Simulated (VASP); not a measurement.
A run of VASP 6.6.1 is set up as follows.

File INCAR:

```
SYSTEM = SbMo
PREC = Accurate
ENCUT = 520
EDIFF = 1E-7
ISMEAR = -1
SIGMA = 0.1
LREAL = .FALSE.
LASPH = .TRUE.
NELM = 80
ALGO = Normal
ISIF = 2
LWAVE = .FALSE.
LCHARG = .TRUE.
GGA = CA
LELF = .TRUE.
LVHAR = .TRUE.
NBANDS = 16
```

The input KPOINTS:

```
Automatic mesh
0
G
  13 13 13
  0 0 0
```

POSCAR

```
SbMo
1.0
    0.0000000000      2.1500430601      2.1500430601
    2.1500430601      0.0000000000      2.1500430601
    2.1500430601      2.1500430601      0.0000000000
Mo Sb
1 1
Direct
    0.0000000000      0.0000000000      0.0000000000
    0.5000000000      0.5000000000      0.5000000000
```

Potentials or basis: VASP PAW LDA potentials, release 64 (Mo_sv, Sb).

Command:

```bash
$ cat potpaw_LDA.64/Mo_sv/POTCAR potpaw_LDA.64/Sb/POTCAR > POTCAR
$ mpirun -np 1 vasp_std > vasp.out
```

Question: Predict the pressure.

Answer: 460.7 GPa.
